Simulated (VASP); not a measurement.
# SbSe2: single point with PBE

Crystal: SbSe2.

```
Sb Se
1.0
     0.00000    3.49474    3.49474
     3.49474    0.00000    3.49474
     3.49474    3.49474    0.00000
Sb Se
1 2
Direct
  0.00000 0.00000 0.00000
  0.25000 0.25000 0.25000
  0.75000 0.75000 0.75000
```

| Property | Result |
| --- | --- |
| Program | VASP 6.6.1 |
| Task | single point |
| Functional | PBE |
| Potentials or basis | VASP PAW PBE potentials, release 64 (Sb, Se) |
| Cutoff | 520 eV |
| k mesh | 4 × 4 × 4 |
| Occupations | gaussian, width 0.1 eV |
| Spin | no spin polarisation |
| Dipole correction | no |
| Further INCAR settings | ALGO = Normal; EDIFF = 1e-06; NBANDS = 16 |

```json
{
 "Pressure": "-1.9 GPa"
}
```

Levels at points of the mesh, in eV from the Fermi level:
| k point | band 6 | band 7 | band 8 | band 9 | band 10 | band 11 |
| --- | --- | --- | --- | --- | --- | --- |
| (0.00, 0.00, 0.00) | -2.56 | -1.91 | -1.91 | -1.91 | 1.52 | 1.52 |
| (0.50, 0.00, 0.00) | -2.88 | -1.81 | -1.81 | 0.28 | 2.88 | 2.88 |
| (0.50, 0.50, 0.00) | -1.82 | 0.21 | 0.21 | 0.73 | 1.01 | 3.72 |

Wall time 15 s on 1 thread of Intel Xeon 6975P-C, with other jobs on the host, peak memory 0.24 GiB.

Caveat: the k points lie up to 0.39 Å⁻¹ apart; spin-orbit coupling is left out, which moves the levels of the heavy elements.
